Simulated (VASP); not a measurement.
Input of a VASP 6.6.1 run:

INCAR

```
SYSTEM = KI2
ALGO = Fast
EDIFF = 1E-7
ENCUT = 520
GGA = PE
ISIF = 2
ISMEAR = 0
LASPH = .True.
LCHARG = .True.
LELF = .True.
LREAL = .False.
LVHAR = .True.
LWAVE = .False.
NBANDS = 18
NELM = 100
PREC = Accurate
SIGMA = 0.1
```

File KPOINTS:

```
k-points
0
Gamma
  12 12 10
  0 0 0
```

POSCAR

```
KI2
1.0
    5.9129633849      0.0000000000      0.0000000000
   -2.9564816925      5.1207765030      0.0000000000
    0.0000000000      0.0000000000      4.5493344300
K I
1 2
Direct
    0.0000000000      0.0000000000      0.0000000000
    0.3333333333      0.6666666667      0.5000000000
    0.6666666667      0.3333333333      0.5000000000
```

Potentials or basis: VASP PAW PBE potentials, release 64 (K_sv, I).

Launch:

```bash
$ cat potpaw_PBE.64/K_sv/POTCAR potpaw_PBE.64/I/POTCAR > POTCAR
$ mpirun -np 1 vasp_std > vasp.out
```

(1) What does it give for the pressure?

(2) Predict the band gap on the k mesh.

Answers

(1) 0.0 GPa.

(2) zero (an odd number of electrons rules out a gap without spin polarisation).

Caveat: spin-orbit coupling is left out, which moves the levels of the heavy elements; an odd number of electrons without spin polarisation forces a metal; a magnetic or distorted state may lie lower.
